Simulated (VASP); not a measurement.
Set up this calculation in VASP 6.6.1, as the native input.

- Task: single point
- Functional: PBE
- Potentials or basis: VASP PAW PBE potentials, release 64 (Co, Si)
- Cutoff: 520 eV
- k mesh: 16 × 16 × 16
- Occupations: gaussian, width 0.15 eV
- Spin: no spin polarisation
- Dipole correction: no
- Further INCAR settings: ALGO = Normal; EDIFF = 1e-06; NBANDS = 16

The structure of CoSi2 lies in POSCAR:

```
CoSi2
1.0
    0.0000000000      2.6799390597      2.6799390597
    2.6799390597      0.0000000000      2.6799390597
    2.6799390597      2.6799390597      0.0000000000
Co Si
1 2
Direct
    0.0000000000      0.0000000000      0.0000000000
    0.2580787789      0.2580787789      0.2580787789
    0.7419212211      0.7419212211      0.7419212211
```

This cell differs from its parent crystal: atoms displaced along a vibrational mode.

One way to write it, as run:

INCAR

```
  ALGO = Normal
  EDIFF = 1E-6
  ENCUT = 520
  GGA = PE
  ISIF = 2
  ISMEAR = 0
  LASPH = True
  LCHARG = True
  LELF = True
  LREAL = False
  LVHAR = True
  LWAVE = False
  NBANDS = 16
  NELM = 60
  PREC = Accurate
  SIGMA = 0.15
```

KPOINTS

```
k-points
0
Gamma
  16 16 16
```

Potentials or basis: VASP PAW PBE potentials, release 64 (Co, Si).

Launch:

```console
$ cat potpaw_PBE.64/Co/POTCAR potpaw_PBE.64/Si/POTCAR > POTCAR
$ mpirun -np 1 vasp_std > vasp.out
```

Results of the run:

| Property | Result |
| --- | --- |
| Pressure | 0.6 GPa |
| Largest force | 0.762 eV/Å |
| Band gap on the k mesh | zero (an odd number of electrons rules out a gap without spin polarisation) |

Caveat: the cell differs from its parent crystal (atoms displaced along a vibrational mode); the run has no spin polarisation, though such a crystal can be magnetic.

Run time: 4.8 min on 1 thread of Intel(R) Xeon(R) Platinum 8375C CPU @ 2.90GHz (Ice Lake) (shared host), peak memory 0.35 GiB.
